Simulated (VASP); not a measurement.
Crystal: GeP5.

```
Ge P
1.0
     5.97272    0.00000    0.00000
    -2.98636    5.17253    0.00000
     0.00000    0.00000    3.34142
Ge P
1 5
Direct
  0.00000 0.00000 0.00000
  0.50000 0.00000 0.00000
  0.00000 0.50000 0.00000
  0.50000 0.50000 0.00000
  0.33333 0.66667 0.50000
  0.66667 0.33333 0.50000
```

The cell was generated, and may not be a known phase.

- Program: VASP 6.6.1
- Task: relaxation of cell and atoms
- Functional: PBE
- Potentials or basis: VASP PAW PBE potentials, release 64 (Ge_d, P)
- Cutoff: 600 eV
- k mesh: 6 × 6 × 12
- Occupations: gaussian, width 0.1 eV
- Spin: no spin polarisation

At the start: pressure 0.1 GPa; volume 17.21 Å³/atom.

Task: Where does the relaxation end?

Result: Over 8 steps the energy falls by 15.9 meV/atom and the volume is 17.36 Å³/atom (+0.9 %); space group P6/mmm (No. 191, to 0.1 Å) before and after.

Step by step:
```csv
step,energy change (eV),largest force (eV/Å),pressure (GPa),volume (Å³)
1,0.0000,0.0000,0.11,103.23
2,-0.0568,0.0000,0.42,103.37
3,-0.0896,0.0000,0.50,103.43
4,-0.0479,0.0000,0.96,103.38
5,-0.0942,0.0000,0.58,103.44
6,-0.0943,0.0000,0.57,103.44
7,-0.0952,0.0000,-0.29,104.57
8,-0.0956,0.0000,0.01,104.17
```

Final structure:
```
CELL_PARAMETERS angstrom
6.13955 0.00000 0.00000
-3.06977 5.31700 0.00000
0.00000 0.00000 3.19101
ATOMIC_POSITIONS crystal
Ge 0.00000 0.00000 0.00000
P 0.50000 0.00000 0.00000
P 0.00000 0.50000 0.00000
P 0.50000 0.50000 0.00000
P 0.33333 0.66667 0.50000
P 0.66667 0.33333 0.50000
```

Caveat: an odd number of electrons without spin polarisation forces a metal; a magnetic or distorted state may lie lower.
